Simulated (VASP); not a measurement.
A run of VASP 6.6.1:

The input INCAR:

```
SYSTEM = Sr
  PREC = Accurate
  ENCUT = 520
  EDIFF = 1E-6
  ISMEAR = 0
  SIGMA = 0.1
  LREAL = .FALSE.
  LASPH = .TRUE.
  NELM = 80
  ALGO = Normal
  ISIF = 2
  LWAVE = .FALSE.
  LCHARG = .FALSE.
  GGA = PS
  NBANDS = 11
```

Contents of KPOINTS:

```
Automatic mesh
0
G
  12 12 12
  0 0 0
```

POSCAR

```
Sr
1.0
   -2.3339092333      2.3339092333      2.3339092333
    2.3339092333     -2.3339092333      2.3339092333
    2.3339092333      2.3339092333     -2.3339092333
Sr
1
Direct
    0.0000000000      0.0000000000      0.0000000000
```

Potentials or basis: VASP PAW PBE potentials, release 64 (Sr_sv).

Command:

```sh
$ cat potpaw_PBE.64/Sr_sv/POTCAR > POTCAR
$ mpirun -np 1 vasp_std > vasp.out
```

Hardware: 1 thread of AMD EPYC 7R43 64-Core Processor (Zen 3) (shared host).

**Question.** Estimate the wall time of this run.

**Answer.** Wall time 41 s on 1 thread of AMD EPYC 7R43 64-Core Processor (Zen 3), with other jobs on the host, peak memory 0.15 GiB. Counts: scf iterations 11, k points 72.
